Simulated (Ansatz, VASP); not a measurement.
**FeSi: VASP beside Ansatz**

```
Fe Si
1.0
     4.35880    0.00000    0.00000
     0.00000    4.35880    0.00000
     0.00000    0.00000    4.35880
Fe Si
4 4
Direct
  0.13686 0.13686 0.13686
  0.36314 0.86314 0.63686
  0.63686 0.36314 0.86314
  0.86314 0.63686 0.36314
  0.84099 0.84099 0.84099
  0.65901 0.15901 0.34099
  0.34099 0.65901 0.15901
  0.15901 0.34099 0.65901
```

Alike in both runs: task relaxation of the atoms; functional PBEsol; k mesh 8 × 8 × 8; occupations gaussian, width 0.01 eV; no spin polarisation.

|  | VASP | Ansatz |
| --- | --- | --- |
| version | VASP 6.6.1 | Ansatz 0.2.0 |
| potentials or method | VASP PAW PBE potentials, release 64 (Fe, Si), cutoff 520 eV | scalar-relativistic, plane waves, PAW |
| valence electrons in the cell | 48 | 80 |

```csv
,VASP,Ansatz,Ansatz less VASP
"gap on the k mesh at the Fermi level, each at its own relaxed structure (eV)",0.14,0.15,+0.010
```

VASP's potentials were made for PBE, not for PBEsol. VASP's potentials hold 48 valence electrons a cell and Ansatz's 80, so a difference there can come from the potentials and not from the codes. Ansatz's warnings: stress scf threshold loose.
